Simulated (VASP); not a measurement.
# TiO2 (C2/m) in VASP: a series of runs, part 3 of 3

VASP 6.6.1.

## Step 4: Single point, LDA

This run uses another cell than the first one, of 11.51 Å³/atom.

The input, INCAR:

```
  PREC = Accurate
  ENCUT = 600
  EDIFF = 1E-6
  ISMEAR = -1
  SIGMA = 0.05
  LREAL = False
  LASPH = True
  NELM = 120
  ALGO = Normal
  ISIF = 2
  LWAVE = False
  LCHARG = False
  NBANDS = 60
  GGA_COMPAT = False
```

The input, KPOINTS:

```
regular mesh
0
Gamma
  8 8 4
```

The input, POSCAR:

```
TiO2
1.0
    6.0312298252     -1.8491393714      0.0016705923
    6.0312298252      1.8491393714      0.0016705923
   -1.8882683107      0.0000000000      6.1896124887
Ti O
4 8
Direct
    0.8990643088      0.8990643088      0.2918017536
    0.1953072243      0.1953072243      0.2848684086
    0.1009356912      0.1009356912      0.7081982464
    0.8046927757      0.8046927757      0.7151315914
    0.3618356840      0.3618356840      0.2952104092
    0.2635069622      0.2635069622      0.6502613764
    0.8660433033      0.8660433033      0.9965145181
    0.7364930378      0.7364930378      0.3497386236
    0.9415498087      0.9415498087      0.6297448342
    0.1339566967      0.1339566967      0.0034854819
    0.6381643160      0.6381643160      0.7047895908
    0.0584501913      0.0584501913      0.3702551658
```

Potentials or basis: VASP PAW LDA potentials, release 64 (Ti_sv, O).

On the command line:

```
$ cat potpaw_LDA.64/Ti_sv/POTCAR potpaw_LDA.64/O/POTCAR > POTCAR
$ mpirun -np 1 vasp_std > vasp.out
```

OUTCAR:

```text
PREC = Accurate
   ENCUT = 600
   EDIFF = 1E-6
   ISMEAR = -1
   LREAL = False
   LASPH = True
   NELM = 120
   ISIF = 2

 ion  position               nearest neighbor table
   1  0.899  0.899  0.292-   7 1.83  12 1.84   5 1.90   5 1.90   9 2.10   8 2.10
   2  0.195  0.195  0.285-  10 1.75  12 1.89   8 1.93   8 1.93   5 1.99   6 2.27
   3  0.101  0.101  0.708-  10 1.83   9 1.84  11 1.90  11 1.90  12 2.10   6 2.10
   4  0.805  0.805  0.715-   7 1.75   9 1.89   6 1.93   6 1.93  11 1.99   8 2.27
   5  0.362  0.362  0.295-   1 1.90   1 1.90   2 1.99
   6  0.264  0.264  0.650-   4 1.93   4 1.93   3 2.10   2 2.27
   7  0.866  0.866  0.997-   4 1.75   1 1.83
   8  0.736  0.736  0.350-   2 1.93   2 1.93   1 2.10   4 2.27
   9  0.942  0.942  0.630-   3 1.84   4 1.89   1 2.10
  10  0.134  0.134  0.003-   2 1.75   3 1.83
  11  0.638  0.638  0.705-   3 1.90   3 1.90   4 1.99
  12  0.058  0.058  0.370-   1 1.84   2 1.89   3 2.10

  LATTYP: Found a base centered monoclinic cell.
 ALAT       =    12.0624601131
 B/A-ratio  =     0.3065940702
 C/A-ratio  =     0.5364770706
 COS(beta)  =    -0.2915292493

  Lattice vectors:

 A1 = (   6.0312298252,  -1.8491393714,   0.0016705923)
 A2 = (   6.0312298252,   1.8491393714,   0.0016705923)
 A3 = (  -1.8882683107,   0.0000000000,   6.1896124887)

Analysis of symmetry for initial positions (statically):
=====================================================================
 Subroutine PRICEL returns:
 Original cell was already a primitive cell.

 Routine SETGRP: Setting up the symmetry group for a
 base centered monoclinic supercell.

 Subroutine GETGRP returns: Found  4 space group operations
 (whereof  4 operations were pure point group operations)
 out of a pool of  4 trial point group operations.

The static configuration has the point symmetry C_2h.

Analysis of symmetry for dynamics (positions and initial velocities):
=====================================================================
 Subroutine PRICEL returns:
 Original cell was already a primitive cell.
[... 153 lines left out ...]
   GGA     = CA    functional components
   LHFCALC =     F    Hartree Fock is set to
   AEXX    =    0.0000 exact exchange contribution
   IVDW    =     0    specifies the selected vdW correction
   LEPSILON=     F    determine dielectric tensor
   LRPA    =     F    only Hartree local field effects (RPA)
 non-spin polarized calculation
  energy-cutoff  :      600.00
  volume of cell :      138.07
 maximum number of plane-waves:      4638
   NGX = 25   NGY = 25   NGZ = 25

 number of electron      95.9999999 magnetization

 Free energy of the ion-electron system (eV)
  ---------------------------------------------------
  ext. energy  EPLUGINS =         0.00000000
  ---------------------------------------------------
  free energy    TOTEN  =      -117.58305855 eV

  energy without entropy =     -117.58305855  energy(sigma->0) =     -117.58305855

 E-fermi :   3.9294     XC(G=0): -11.1772

 val. band max:        2.7009615912   @ k =  -0.3750   0.2500   0.5000
 cond. band min:       5.5259062643   @ k =   0.0000   0.0000   0.0000
 fundamental gap:      2.8249446731
 Fermi energy:         3.9293953486

 k-point     1 :       0.0000    0.0000    0.0000
  band No.  band energies     occupation
      1     -52.5034      2.00000
      2     -52.4849      2.00000
      3     -52.4071      2.00000
      4     -52.3984      2.00000
      5     -29.4010      2.00000
      6     -29.3454      2.00000
[... 1501 lines left out ...]
     59       7.5769      0.00000
     60       7.6412      0.00000

 [... further k-points ...]
[... 5 lines left out ...]
  --------------------------------------------------------------------------------------
  -------------------------------------------------------------------------------------
  Total        0.8260028      0.7713737      1.0564017      0.0000000      0.0000000      0.0663627
  in kB        9.5848740      8.9509621     12.2584056      0.0000000      0.0000000      0.7700676
  external PRESSURE =      10.2647472 kB  Pullay stress =       0.0000000 kB

 VOLUME and BASIS-vectors are now :
 -----------------------------------------------------------------------------
  energy-cutoff  :      600.00
  volume of cell :      138.07
      direct lattice vectors                 reciprocal lattice vectors
     6.031229825 -1.849139371  0.001670592     0.082894827 -0.270396060  0.025288768
     6.031229825  1.849139371  0.001670592     0.082894827  0.270396060  0.025288768
    -1.888268311  0.000000000  6.189612489    -0.000044747  0.000000000  0.161547352

 POSITION                                       TOTAL-FORCE (eV/Angst)
 -----------------------------------------------------------------------------------
     10.29393      0.00000      1.80914        -0.050852      0.000000      0.047429
      1.81798      0.00000      1.76388         0.014340      0.000000      0.138547
     -0.11974      0.00000      4.38381         0.050852      0.000000     -0.047429
      8.35621      0.00000      4.42908        -0.014340      0.000000     -0.138547
      3.80719      0.00000      1.82845         0.019110      0.000000     -0.000554
      1.95067      0.00000      4.02575         0.006427      0.000000     -0.016312
      8.56493      0.00000      6.17093         0.031588      0.000000      0.082357
      8.22352      0.00000      2.16721        -0.006427      0.000000      0.016312
     10.16828      0.00000      3.90102        -0.038907      0.000000     -0.020072
      1.60927      0.00000      0.02202        -0.031588      0.000000     -0.082357
      6.36700      0.00000      4.36451        -0.019110      0.000000      0.000554
      0.00591      0.00000      2.29193         0.038907      0.000000      0.020072
 -----------------------------------------------------------------------------------
    total drift:                               -0.000000     -0.000000      0.000000

  FREE ENERGIE OF THE ION-ELECTRON SYSTEM (eV)
  ---------------------------------------------------
  free  energy   TOTEN  =      -117.5830585486 eV

  energy  without entropy=     -117.5830585486  energy(sigma->0) =     -117.58305855
```

It took 16 min on 1 thread of AMD EPYC 9R45 (Zen 5), shared host; peak memory 0.64 GiB.

What came out:

| Item | Value |
| --- | --- |
| Free energy | -117.5831 eV |
| Pressure | 1.0 GPa |
| Largest force | 0.139 eV/Å |
| Band gap on the k mesh | 2.82 eV (least direct gap 3.02 eV) |

Forces in eV/Å, atoms in the order of the input:
```
Ti  -0.051  0.000  0.047
Ti   0.014  0.000  0.139
Ti   0.051  0.000 -0.047
Ti  -0.014  0.000 -0.139
O    0.019  0.000 -0.001
O    0.006  0.000 -0.016
O    0.032  0.000  0.082
O   -0.006  0.000  0.016
O   -0.039  0.000 -0.020
O   -0.032  0.000 -0.082
O   -0.019  0.000  0.001
O    0.039  0.000  0.020
```

A k mesh can miss the band edges.

## Step 5: Single point, PBEsol

The input, INCAR:

```
ALGO = Normal ; EDIFF = 1E-6
ENCUT = 520 ; GGA = PS
ISIF = 2 ; ISMEAR = -1
LASPH = True ; LCHARG = True
LELF = True ; LREAL = False
LVHAR = True ; LWAVE = False
NBANDS = 60 ; NELM = 100
PREC = Accurate ; SIGMA = 0.05
```

The input, KPOINTS:

```
k-points
0
Gamma
  6 6 3
```

The input, POSCAR:

```
TiO2
1.0
    6.1535771931     -1.8834685000      0.0000000000
    6.1535771931      1.8834685000      0.0000000000
   -1.9283261078      0.0000000000      6.3289668713
Ti O
4 8
Direct
    0.9000710000      0.9000710000      0.2896020000
    0.1952860000      0.1952860000      0.2837620000
    0.0999290000      0.0999290000      0.7103980000
    0.8047140000      0.8047140000      0.7162380000
    0.3619310000      0.3619310000      0.2933970000
    0.2634885000      0.2634885000      0.6525000000
    0.8671885000      0.8671885000      0.9952910000
    0.7365115000      0.7365115000      0.3475000000
    0.9416475000      0.9416475000      0.6300210000
    0.1328115000      0.1328115000      0.0047090000
    0.6380690000      0.6380690000      0.7066030000
    0.0583525000      0.0583525000      0.3699790000
```

Potentials or basis: VASP PAW PBE potentials, release 64 (Ti_sv, O).

On the command line:

```
$ cat potpaw_PBE.64/Ti_sv/POTCAR potpaw_PBE.64/O/POTCAR > POTCAR
$ mpirun -np 1 vasp_std > vasp.out
```

It took 14 min on 1 thread of Intel Xeon Platinum 8259CL at 2.50GHz (Skylake/Cascade Lake), shared host; peak memory 0.44 GiB.

The run converged. Its results:

```
Free energy            : -112.3345 eV
Pressure               : -6.1 GPa
Largest force          : 0.125 eV/Å
Band gap on the k mesh : 2.72 eV (least direct gap 2.87 eV)
```

Forces on the atoms (eV/Å):
```
Ti  -0.046  0.000 -0.020
Ti   0.007  0.000 -0.076
Ti   0.046  0.000  0.020
Ti  -0.007  0.000  0.076
O   -0.125  0.000 -0.002
O   -0.085  0.000 -0.002
O   -0.116  0.000 -0.025
O    0.085  0.000  0.002
O    0.020  0.000 -0.026
O    0.116  0.000  0.025
O    0.125  0.000  0.002
O   -0.020  0.000  0.026
```

Stress tensor (GPa, compression positive):
```
-6.09  0.00  0.03
 0.00 -5.89  0.00
 0.03  0.00 -6.25
```

Levels at points of the mesh, in eV from the valence-band top:
```
           k point  band 44  band 45  band 46  band 47  band 48  band 49  band 50  band 51  band 52  band 53
(0.00, 0.00, 0.00)    -0.86    -0.73    -0.72    -0.33    -0.15     2.72     3.07     3.31     3.32     3.35
(0.50, 0.00, 0.00)    -0.99    -0.84    -0.45    -0.19    -0.10     3.11     3.15     3.59     3.64     3.91
(0.50, 0.50, 0.00)    -0.89    -0.85    -0.60    -0.36    -0.09     2.86     2.91     3.42     3.49     3.51
```

Caveat: the cell stands under tension; the PAW data sets were made with another functional, which shifts forces and pressure a little.

## Step 6: Overview

| level | potentials or basis | cell | k mesh | cutoff (eV) | gap on the mesh (eV) | pressure (GPa) | largest force (eV/Å) |
| --- | --- | --- | --- | --- | --- | --- | --- |
| r2SCAN | VASP PAW PBE potentials, release 64 (Ti_sv, O) | a = 6.435, b = 6.435, c = 6.616 Å, angles 106.2, 106.2, 34.0°, 12 atoms, atomic positions A | 6 × 6 × 3 | 520 | 3.16 | -4.6 | 0.12 |
| BLYP | VASP PAW PBE potentials, release 64 (Ti_sv, O) | a = 6.463, b = 6.463, c = 6.710 Å, angles 106.3, 106.3, 33.9°, 12 atoms, atomic positions B | 8 × 8 × 4 | 520 | 2.66 | 1.0 | 0.16 |
| LDA | VASP PAW LDA potentials, release 64 (Ti_sv, O) | a = 6.308, b = 6.308, c = 6.471 Å, angles 106.2, 106.2, 34.1°, 12 atoms, atomic positions C | 8 × 8 × 4 | 600 | 2.82 | 1.0 | 0.14 |
| PBEsol | VASP PAW PBE potentials, release 64 (Ti_sv, O) | a = 6.435, b = 6.435, c = 6.616 Å, angles 106.2, 106.2, 34.0°, 12 atoms, atomic positions A | 6 × 6 × 3 | 520 | 2.72 | -6.1 | 0.12 |

Alike in all rows: task single point; no spin polarisation; smearing fermi-dirac 0.05 eV.

Caveats: the PAW data sets were made with another functional, which shifts forces and pressure a little (at least some runs); the cell stands under tension (at least some runs).

Total energies depend on the potentials used, so only differences within one code and one set of settings carry meaning.
